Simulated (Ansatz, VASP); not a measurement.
## CoSi2 in VASP and in Ansatz

The input INCAR:

```
SYSTEM = CoSi2
PREC = Accurate
ENCUT = 520
EDIFF = 1E-7
ISMEAR = 0
SIGMA = 0.1
LREAL = .False.
LASPH = .True.
NELM = 100
ALGO = Normal
ISIF = 2
LWAVE = .False.
LCHARG = .False.
GGA = PS
NBANDS = 16
```

The input KPOINTS:

```
Automatic mesh
0
Gamma
  14 14 14
  0 0 0
```

POSCAR

```
CoSi2
1.0
    0.0000000000      2.6562384327      2.6562384327
    2.6562384327      0.0000000000      2.6562384327
    2.6562384327      2.6562384327      0.0000000000
Co Si
1 2
Direct
    0.0000000000      0.0000000000      0.0000000000
    0.2500000000      0.2500000000      0.2500000000
    0.7500000000      0.7500000000      0.7500000000
```

Input for Ansatz:

```yaml
crystal:
  lattice:
    - [0.0, 2.6562384327, 2.6562384327]
    - [2.6562384327, 0.0, 2.6562384327]
    - [2.6562384327, 2.6562384327, 0.0]
  atoms:
    - { symbol: Co, position: [0.0, 0.0, 0.0] }
    - { symbol: Si, position: [0.25, 0.25, 0.25] }
    - { symbol: Si, position: [0.75, 0.75, 0.75] }
basis:
  ecutwfc: 420
kpoints:
  mp_grid: { grid: [14, 14, 14] }
  band_path:
    path:
      - [[0.0, 0.0, 0.0], [0.5, 0.0, 0.5], [0.625, 0.25, 0.625]]
      - [[0.375, 0.375, 0.75], [0.0, 0.0, 0.0], [0.5, 0.5, 0.5], [0.5, 0.25, 0.75], [0.5, 0.0, 0.5]]
    npoints: 14
hamiltonian:
  xc: pbesol
scf:
  occupations: { method: gaussian, width: 0.1 }
  n_extra_bands: 7
output:
  forces: true
  stress: true
  eigenvalues: true
  populations: true
  dos: { projected: true, de: 0.02, nscf_kmesh: { grid: [21, 21, 21] } }
  bader: true
  write_density: true
  write_potential: true
  elf: true
  volumetric_format: npy
```

Alike in both runs: task single point; functional PBEsol; k mesh 14 × 14 × 14; occupations gaussian, width 0.1 eV; no spin polarisation.

```csv
,VASP,Ansatz
version,VASP 6.6.1,Ansatz 0.2.0
potentials or method,"VASP PAW PBE potentials, release 64 (Co, Si), cutoff 520 eV","scalar-relativistic, plane waves, PAW"
valence electrons in the cell,17,25
```

|  | VASP | Ansatz | Ansatz less VASP |
| --- | --- | --- | --- |
| gap on the k mesh at the Fermi level (eV) | none | none | - |
| pressure (GPa) | 0.1 | 0.0 | -0.10 |

VASP's potentials were made for PBE, not for PBEsol. A gap of «none» marks a metal or a gap that the smearing closes. VASP's potentials hold 17 valence electrons a cell and Ansatz's 25, so a difference there can come from the potentials and not from the codes.
